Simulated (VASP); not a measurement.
A run of VASP 6.6.1 is set up as follows.

File INCAR:

```
ALGO     = Normal         # electronic algorithm
EDIFF    = 1E-6           # SCF threshold, eV
EDIFFG   = -0.002         # ionic threshold
ENCUT    = 600            # plane-wave cutoff, eV
GGA      = PE             # functional
IBRION   = 2              # ionic algorithm
ISIF     = 3              # what is computed and relaxed
ISMEAR   = 0              # smearing method
LASPH    = True           # aspherical terms in the spheres
LCHARG   = False          # write CHGCAR
LREAL    = False          # projectors in reciprocal space
LWAVE    = False          # write WAVECAR
NELM     = 100            # most SCF steps
NSW      = 100            # ionic steps
PREC     = Accurate       # precision mode
SIGMA    = 0.02           # smearing width, eV
```

KPOINTS

```
k-points
0
Gamma
  8 8 8
```

POSCAR

```
SrTiO3
1.0
    3.9052800000      0.0000000000      0.0000000000
    0.0000000000      3.9052800000      0.0000000000
    0.0000000000      0.0000000000      3.9052800000
Sr Ti O
1 1 3
Direct
    0.5000000000      0.5000000000      0.5000000000
    0.0000000000      0.0000000000      0.0000000000
    0.5000000000      0.0000000000      0.0000000000
    0.0000000000      0.5000000000      0.0000000000
    0.0000000000      0.0000000000      0.5000000000
```

Potentials or basis: VASP PAW PBE potentials, release 64 (Sr_sv, Ti_sv, O).

Command:

```bash
$ cat potpaw_PBE.64/Sr_sv/POTCAR potpaw_PBE.64/Ti_sv/POTCAR potpaw_PBE.64/O/POTCAR > POTCAR
$ mpirun -np 1 vasp_std > vasp.out
```

(1) What does it give for the space group after relaxing (to 0.05 Å)?

(2) Estimate the relaxed volume.

(3) What does it give for the relaxed cell?

Results:

(1) Pm-3m (No. 221).

(2) 12.23 Å³/atom.

(3) a = 3.940 Å, b = 3.940 Å, c = 3.940 Å, α = 90.00°, β = 90.00°, γ = 90.00°.
